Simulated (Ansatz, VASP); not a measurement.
Two plane-wave programs on NaCu3Te4

Contents of INCAR:

```
SYSTEM = NaCu3Te4
  PREC = Accurate
  ENCUT = 520
  EDIFF = 1E-7
  ISMEAR = 0
  SIGMA = 0.1
  LREAL = .False.
  LASPH = .True.
  NELM = 60
  ALGO = Normal
  ISIF = 2
  LWAVE = .False.
  LCHARG = .False.
  GGA = PS
  NBANDS = 42
```

The input KPOINTS:

```
Automatic mesh
0
Gamma
  4 4 4
  0 0 0
```

Contents of POSCAR:

```
NaCu3Te4
1.0
    3.4210447861     -6.8969803877      0.0000000000
    3.4210447861      6.8969803877      0.0000000000
    0.0000000000      0.0000000000      4.4026778956
Na Cu Te
1 3 4
Direct
    0.0000000000      0.0000000000      0.5000000000
    0.2441401640      0.7558598360      0.0000000000
    0.7558598360      0.2441401640      0.0000000000
    0.5000000000      0.5000000000      0.0000000000
    0.3807851411      0.1031227255      0.0000000000
    0.8968772745      0.6192148589      0.0000000000
    0.1031227255      0.3807851411      0.0000000000
    0.6192148589      0.8968772745      0.0000000000
```

Input for Ansatz:

```yaml
crystal:
  lattice:
    - [3.4210447861, -6.8969803877, 0.0]
    - [3.4210447861, 6.8969803877, 0.0]
    - [0.0, 0.0, 4.4026778956]
  atoms:
    - { symbol: Na, position: [0.0, 0.0, 0.5] }
    - { symbol: Cu, position: [0.244140164, 0.755859836, 0.0] }
    - { symbol: Cu, position: [0.755859836, 0.244140164, 0.0] }
    - { symbol: Cu, position: [0.5, 0.5, 0.0] }
    - { symbol: Te, position: [0.3807851411, 0.1031227255, 0.0] }
    - { symbol: Te, position: [0.8968772745, 0.6192148589, 0.0] }
    - { symbol: Te, position: [0.1031227255, 0.3807851411, 0.0] }
    - { symbol: Te, position: [0.6192148589, 0.8968772745, 0.0] }
basis:
  ecutwfc: 420
kpoints:
  mp_grid: { grid: [4, 4, 4] }
hamiltonian:
  xc: pbesol
scf:
  occupations: { method: gaussian, width: 0.1 }
output:
  forces: true
  stress: true
  eigenvalues: true
```

Alike in both runs: task single point; functional PBEsol; k mesh 4 × 4 × 4; occupations gaussian, width 0.1 eV; no spin polarisation.

```csv
,VASP,Ansatz
version,VASP 6.6.1,Ansatz 0.2.0
potentials or method,"VASP PAW PBE potentials, release 64 (Na_pv, Cu, Te), cutoff 520 eV","scalar-relativistic, plane waves, PAW"
valence electrons in the cell,64,130
```

VASP gave:

```
gap on the k mesh at the Fermi level (eV)                     : none
pressure (GPa)                                                : 14.9
traceless stress, the component that is largest in VASP (GPa) : -14.79
rms of the force components (eV/Å)                            : 2.087
```

Which values does Ansatz return?

gap on the k mesh at the Fermi level (eV): none; pressure (GPa): 14.8; traceless stress, the component that is largest in VASP (GPa): -14.76; rms of the force components (eV/Å): 2.097.

VASP's potentials were made for PBE, not for PBEsol. Atom by atom the forces differ by 0.016 eV/Å (rms over components). A gap of «none» marks a metal or a gap that the smearing closes. VASP's potentials hold 64 valence electrons a cell and Ansatz's 130, so a difference there can come from the potentials and not from the codes.

Spin-orbit coupling is off throughout.
